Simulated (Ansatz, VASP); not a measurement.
**One calculation of Cr, two programs**

Contents of INCAR:

```
SYSTEM = Cr
PREC = Accurate ; ENCUT = 500
EDIFF = 1E-6 ; ISMEAR = -1
SIGMA = 0.1 ; LREAL = .FALSE.
LASPH = .TRUE. ; NELM = 120
ALGO = Normal ; ISIF = 2
LWAVE = .FALSE. ; LCHARG = .FALSE.
NBANDS = 12 ; GGA_COMPAT = .FALSE.
```

File KPOINTS:

```
Automatic mesh
0
G
  25 25 25
  0 0 0
```

The input POSCAR:

```
Cr
1.0
    0.0000000000      1.7726654200      1.7726654200
    1.7726654200      0.0000000000      1.7726654200
    1.7726654200      1.7726654200      0.0000000000
Cr
1
Direct
    0.0000000000      0.0000000000      0.0000000000
```

Input for Ansatz:

```yaml
crystal:
  lattice:
    - [0.0, 1.77266542, 1.77266542]
    - [1.77266542, 0.0, 1.77266542]
    - [1.77266542, 1.77266542, 0.0]
  atoms:
    - { symbol: Cr, position: [0.0, 0.0, 0.0] }
hamiltonian:
  xc: lda
  pseudopotentials:
    kind: paw
    azcp:
      Cr: "pseudopotentials/Cr.paw.azcp"
basis:
  ecutwfc: 420
  fft_grid_basis: typed
kpoints:
  mp_grid: { grid: [25, 25, 25], shift: [0, 0, 0] }
magnetization:
  spin_polarized: false
scf:
  occupations: { method: fermi_dirac, width: 0.1 }
output:
  stress: true
```

Alike in both runs: task single point; functional LDA; k mesh 25 × 25 × 25; occupations fermi-dirac, width 0.1 eV; no spin polarisation.

|  | VASP | Ansatz |
| --- | --- | --- |
| version | VASP 6.6.1 | Ansatz 0.2.0 |
| potentials or method | VASP PAW LDA potentials, release 64 (Cr_pv), cutoff 500 eV | plane waves (420 eV) with PAW, scalar-relativistic |
| valence electrons in the cell | 12 | 14 |

|  | VASP | Ansatz | Ansatz less VASP |
| --- | --- | --- | --- |
| pressure (GPa) | 0.0 | 0.0 | +0.07 |

Ansatz warns that its potentials were made for another functional, while VASP's fit it. LDA's correlation is that of Perdew and Zunger in VASP and of Perdew and Wang (1992) in Ansatz. VASP's potentials hold 12 valence electrons a cell and Ansatz's 14, so a difference there can come from the potentials and not from the codes.
